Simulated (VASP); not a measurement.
# In (Fd-3m) in VASP: single point with LDA

Aim: the single point of In with LDA.

Everything below comes from runs of VASP 6.6.1. Logs are shortened: lines on timing, memory, paths and dates and some standing lists are left out, and cuts for length are marked.

## Step 1: The cell of the first run

The structure is cubic, space group Fd-3m (No. 227). Conventional cell: a = 6.218 Å, b = 6.218 Å, c = 6.218 Å, α = 90.00°, β = 90.00°, γ = 90.00°. In (site symmetry -43m) has 4 In at 2.69 Å within 3.6 Å.

This isn't the form of In at room conditions, which is tetragonal.

## Step 2: Single point, LDA

INCAR reads:

```
  ALGO = Normal
  EDIFF = 1E-6
  ENCUT = 520
  GGA = CA
  ISIF = 2
  ISMEAR = -1
  LASPH = True
  LCHARG = False
  LREAL = False
  LWAVE = False
  NBANDS = 20
  NELM = 60
  PREC = Accurate
  SIGMA = 0.05
```

KPOINTS reads:

```
k-points
0
Gamma
  11 11 11
```

POSCAR reads:

```
In
1.0
    0.0000000000      3.1090128728      3.1090128728
    3.1090128728      0.0000000000      3.1090128728
    3.1090128728      3.1090128728      0.0000000000
In
2
Direct
   -0.1250000000     -0.1250000000     -0.1250000000
    0.1250000000      0.1250000000      0.1250000000
```

Potentials or basis: VASP PAW LDA potentials, release 64 (In_d).

On the command line:

```
> cat potpaw_LDA.64/In_d/POTCAR > POTCAR
> mpirun -np 1 vasp_std > vasp.out
```

OUTCAR:

```text
EDIFF = 1E-6
   ENCUT = 520
   GGA = CA
   ISIF = 2
   ISMEAR = -1
   LASPH = True
   LREAL = False
   NELM = 60
   PREC = Accurate

 ion  position               nearest neighbor table
   1  0.875  0.875  0.875-   2 2.69   2 2.69   2 2.69   2 2.69
   2  0.125  0.125  0.125-   1 2.69   1 2.69   1 2.69   1 2.69

  LATTYP: Found a face centered cubic cell.
 ALAT       =     6.2180257456

  Lattice vectors:

 A1 = (   0.0000000000,   3.1090128728,   3.1090128728)
 A2 = (   3.1090128728,   0.0000000000,   3.1090128728)
 A3 = (   3.1090128728,   3.1090128728,   0.0000000000)

Analysis of symmetry for initial positions (statically):
=====================================================================
 Subroutine PRICEL returns:
 Original cell was already a primitive cell.

 Routine SETGRP: Setting up the symmetry group for a
 face centered cubic supercell.

 Subroutine GETGRP returns: Found 48 space group operations
 (whereof 12 operations were pure point group operations)
 out of a pool of 48 trial point group operations.

The static configuration has the point symmetry D_3d.
 The point group associated with its full space group is O_h .

Analysis of symmetry for dynamics (positions and initial velocities):
=====================================================================
 Subroutine PRICEL returns:
 Original cell was already a primitive cell.

 Routine SETGRP: Setting up the symmetry group for a
 face centered cubic supercell.

 Subroutine GETGRP returns: Found 48 space group operations
 (whereof 12 operations were pure point group operations)
 out of a pool of 48 trial point group operations.

The dynamic configuration has the point symmetry D_3d.
 The point group associated with its full space group is O_h .

 Subroutine INISYM returns: Found 48 space group operations
 (whereof 12 operations are pure point group operations),
 and found     1 'primitive' translations

----------------------------------------------------------------------------------------

                                     Primitive cell

  volume of cell :      60.1032

  direct lattice vectors                    reciprocal lattice vectors
     0.000000000  3.109012873  3.109012873    -0.160822750  0.160822750  0.160822750
     3.109012873  0.000000000  3.109012873     0.160822750 -0.160822750  0.160822750
     3.109012873  3.109012873  0.000000000     0.160822750  0.160822750 -0.160822750

  length of vectors
     4.396808170  4.396808170  4.396808170     0.278553174  0.278553174  0.278553174

  position of ions in fractional coordinates (direct lattice)
     0.875000000  0.875000000  0.875000000
     0.125000000  0.125000000  0.125000000

  ion indices of the primitive-cell ions
   primitive index   ion index
                 1           1
                 2           2

----------------------------------------------------------------------------------------

 KPOINTS: k-points

Automatic generation of k-mesh.
 Grid dimensions read from file:
 generate k-points for:   11   11   11

 Generating k-lattice:

  Cartesian coordinates                     Fractional coordinates (reciprocal lattice)
    -0.014620250  0.014620250  0.014620250     0.090909091  0.000000000  0.000000000
     0.014620250 -0.014620250  0.014620250     0.000000000  0.090909091  0.000000000
     0.014620250  0.014620250 -0.014620250     0.000000000  0.000000000  0.090909091

  Length of vectors
     0.025323016  0.025323016  0.025323016

  Shift w.r.t. Gamma in fractional coordinates (k-lattice)
     0.000000000  0.000000000  0.000000000

 Subroutine IBZKPT returns following result:
 ===========================================

 Found     56 irreducible k-points:

 Following reciprocal coordinates:
            Coordinates               Weight
  0.000000  0.000000  0.000000      1.000000
  0.090909  0.000000  0.000000      8.000000
  0.181818  0.000000  0.000000      8.000000
  0.272727  0.000000  0.000000      8.000000
  0.363636  0.000000  0.000000      8.000000
  0.454545  0.000000  0.000000      8.000000
[... 16 lines left out ...]
 -0.272727  0.181818  0.000000     24.000000
 -0.181818  0.181818  0.000000     12.000000
 [... further k-points ...]
   k-points           NKPTS =     56   k-points in BZ     NKDIM =     56   number of bands    NBANDS=     20
   number of dos      NEDOS =    301   number of ions     NIONS =      2
   total plane-waves  NPLWV =  46656
   dimension x,y,z NGX =    36 NGY =   36 NGZ =   36
   dimension x,y,z NGXF=    72 NGYF=   72 NGZF=   72
   ions per type =               2
   NGX,Y,Z   is equivalent  to a cutoff of  13.61, 13.61, 13.61 a.u.
   NGXF,Y,Z  is equivalent  to a cutoff of  27.22, 27.22, 27.22 a.u.
 SYSTEM =  unknown system
   PREC   = accura    normal or accurate (medium, high low for compatibility)
   ISTART =      0    job   : 0-new  1-cont  2-samecut
   ICHARG =      2    charge: 1-file 2-atom 10-const
   ISPIN  =      1    spin polarized calculation?
   LNONCOLLINEAR =      F non collinear calculations
   LSORBIT =      F    spin-orbit coupling
   LASPH  =      T    aspherical Exc in radial PAW
   ENCUT  =  520.0 eV  38.22 Ry    6.18 a.u.   8.18  8.18  8.18*2*pi/ulx,y,z
   NELM   =     60;   NELMIN=  2; NELMDL= -5     # of ELM steps
   EDIFF  = 0.1E-05   stopping-criterion for ELM
   LREAL  =      F    real-space projection
   EDIFFG = 0.1E-04   stopping-criterion for IOM
   NSW    =      0    number of steps for IOM
   IBRION =     -1    ionic relax: 0-MD 1-quasi-New 2-CG
   NFREE  =      0    steps in history (QN), initial steepest desc. (CG)
   ISIF   =      2    stress and relaxation
   ISYM   =      2    0-nonsym 1-usesym 2-fastsym
   POTIM  = 0.5000    time-step for ionic-motion
   TEBEG  =    0.0;   TEEND  =   0.0 temperature during run
   PSTRESS=    0.0 pullay stress
   NELECT =      26.0000    total number of electrons
   NUPDOWN=      -1.0000    fix difference up-down
   EMIN   =  10.00;   EMAX   =-10.00  energy-range for DOS
   EFERMI =   0.00;   METHOD = LEGACY
   ISMEAR =    -1;   SIGMA  =   0.05  broadening in eV -4-tet -1-fermi 0-gaus
   EFERMI_NEDOS =   21; number of points for ismear=-14 and -15
   IALGO  =     38    algorithm
   IMIX   =      4    mixing-type and parameters
     AMIX     =   0.40;   BMIX     =  1.00
     AMIX_MAG =   1.60;   BMIX_MAG =  1.00
  volume/ion in A,a.u.               =      30.05       202.80
  Fermi-wavevector in a.u.,A,eV,Ry     =   1.238131  2.339729 20.857317  1.532970
  Thomas-Fermi vector in A             =   2.372670
   LORBIT       =      0    0 simple, 1 ext, 2 COOP (PROOUT), +10 PAW based schemes
   GGA     = CA    functional components
   LHFCALC =     F    Hartree Fock is set to
   AEXX    =    0.0000 exact exchange contribution
   IVDW    =     0    specifies the selected vdW correction
   LEPSILON=     F    determine dielectric tensor
   LRPA    =     F    only Hartree local field effects (RPA)
 non-spin polarized calculation
  energy-cutoff  :      520.00
  volume of cell :       60.10
 maximum number of plane-waves:      1639
 NGX is ok and might be reduce to    36
   NGX = 17   NGY = 17   NGZ = 17

 number of electron      25.9999996 magnetization

 Free energy of the ion-electron system (eV)
  ---------------------------------------------------
  ext. energy  EPLUGINS =         0.00000000
  ---------------------------------------------------
  free energy    TOTEN  =        -5.57875513 eV

  energy without entropy =       -5.56769714  energy(sigma->0) =       -5.57322614

 E-fermi :   5.2739     XC(G=0):  -9.6031

 val. band max:        5.2707184043   @ k =   0.3636   0.1818   0.0909
 cond. band min:       5.3353305451   @ k =  -0.4545   0.2727   0.0909
 fundamental gap:      0.0646121408
 Fermi energy:         5.2738931460

 k-point     1 :       0.0000    0.0000    0.0000
  band No.  band energies     occupation
      1      -9.5775      2.00000
      2      -9.5775      2.00000
      3      -9.5775      2.00000
      4      -9.4834      2.00000
      5      -9.4834      2.00000
      6      -8.8115      2.00000
[... 12 lines left out ...]
     19      11.9632      0.00000
     20      15.0263      0.00000

 k-point     2 :       0.0909    0.0000    0.0000
  band No.  band energies     occupation
      1      -9.5956      2.00000
      2      -9.5956      2.00000
      3      -9.5745      2.00000
      4      -9.4584      2.00000
      5      -9.4584      2.00000
      6      -8.8243      2.00000
[... 12 lines left out ...]
     19      12.5826      0.00000
     20      14.4806      0.00000

 k-point     3 :       0.1818    0.0000    0.0000
  band No.  band energies     occupation
      1      -9.6220      2.00000
      2      -9.6220      2.00000
      3      -9.5665      2.00000
      4      -9.4148      2.00000
      5      -9.4148      2.00000
      6      -8.8488      2.00000
[... 12 lines left out ...]
     19      13.2406      0.00000
     20      14.0711      0.00000

 k-point     4 :       0.2727    0.0000    0.0000
  band No.  band energies     occupation
      1      -9.6391      2.00000
      2      -9.6391      2.00000
      3      -9.5561      2.00000
      4      -9.3791      2.00000
      5      -9.3791      2.00000
      6      -8.8674      2.00000
[... 12 lines left out ...]
     19      13.4144      0.00000
     20      14.3117      0.00000

 k-point     5 :       0.3636    0.0000    0.0000
  band No.  band energies     occupation
      1      -9.6461      2.00000
      2      -9.6461      2.00000
      3      -9.5465      2.00000
      4      -9.3598      2.00000
      5      -9.3598      2.00000
      6      -8.8885      2.00000
[... 12 lines left out ...]
     19      14.8123      0.00000
     20      15.1634      0.00000
[... 353 lines left out ...]
      6      -9.0407      2.00000
[... 12 lines left out ...]
     19      14.8273      0.00000
     20      16.0618      0.00000

 k-point    22 :      -0.3636    0.1818    0.0000
  band No.  band energies     occupation
      1      -9.7036      2.00000
      2      -9.6750      2.00000
      3      -9.4655      2.00000
      4      -9.3242      2.00000
      5      -9.2613      2.00000
      6      -8.9926      2.00000
[... 12 lines left out ...]
     19      14.7583      0.00000
     20      14.8109      0.00000

 k-point    23 :      -0.2727    0.1818    0.0000
  band No.  band energies     occupation
      1      -9.6821      2.00000
      2      -9.6777      2.00000
      3      -9.4832      2.00000
      4      -9.3630      2.00000
      5      -9.2707      2.00000
      6      -8.9767      2.00000
[... 12 lines left out ...]
     19      13.7449      0.00000
     20      15.1087      0.00000

 k-point    24 :      -0.1818    0.1818    0.0000
  band No.  band energies     occupation
      1      -9.6693      2.00000
      2      -9.6503      2.00000
      3      -9.5240      2.00000
      4      -9.3888      2.00000
      5      -9.3116      2.00000
      6      -8.9493      2.00000
[... 12 lines left out ...]
     19      13.3340      0.00000
     20      15.0577      0.00000

 [... further k-points ...]

------------------------ aborting loop because EDIFF is reached ----------------------------------------

  FORCE on cell =-STRESS in cart. coord.  units (eV):
  Direction    XX          YY          ZZ          XY          YZ          ZX
  --------------------------------------------------------------------------------------
  -------------------------------------------------------------------------------------
  Total        1.9139088      1.9139088      1.9139088     -0.0000000     -0.0000000      0.0000000
  in kB       51.0192724     51.0192724     51.0192724     -0.0000000     -0.0000000      0.0000000
  external PRESSURE =      51.0192724 kB  Pullay stress =       0.0000000 kB

 VOLUME and BASIS-vectors are now :
 -----------------------------------------------------------------------------
  energy-cutoff  :      520.00
  volume of cell :       60.10
      direct lattice vectors                 reciprocal lattice vectors
     0.000000000  3.109012873  3.109012873    -0.160822750  0.160822750  0.160822750
     3.109012873  0.000000000  3.109012873     0.160822750 -0.160822750  0.160822750
     3.109012873  3.109012873  0.000000000     0.160822750  0.160822750 -0.160822750

 POSITION                                       TOTAL-FORCE (eV/Angst)
 -----------------------------------------------------------------------------------
      5.44077      5.44077      5.44077        -0.000000     -0.000000     -0.000000
      0.77725      0.77725      0.77725         0.000000      0.000000      0.000000
 -----------------------------------------------------------------------------------
    total drift:                                0.000000      0.000000      0.000000

  FREE ENERGIE OF THE ION-ELECTRON SYSTEM (eV)
  ---------------------------------------------------
  free  energy   TOTEN  =        -5.5787551350 eV

  energy  without entropy=       -5.5676971380  energy(sigma->0) =       -5.57322614
```

Run time: 96 s. Hardware: 1 thread of Intel Xeon 8259CL, shared host; peak memory 0.2 GiB.

Results:

```yaml
Free_energy: -5.5788 eV
Pressure: 5.1 GPa
Band_gap_on_the_k_mesh: zero (bands 13 and 14 overlap by 4.07 eV)
```

Caveat: the cell stands under pressure; spin-orbit coupling is left out, which moves the levels of the heavy elements.

The gap in the log of VASP goes by the Fermi energy; the results here count the filled bands.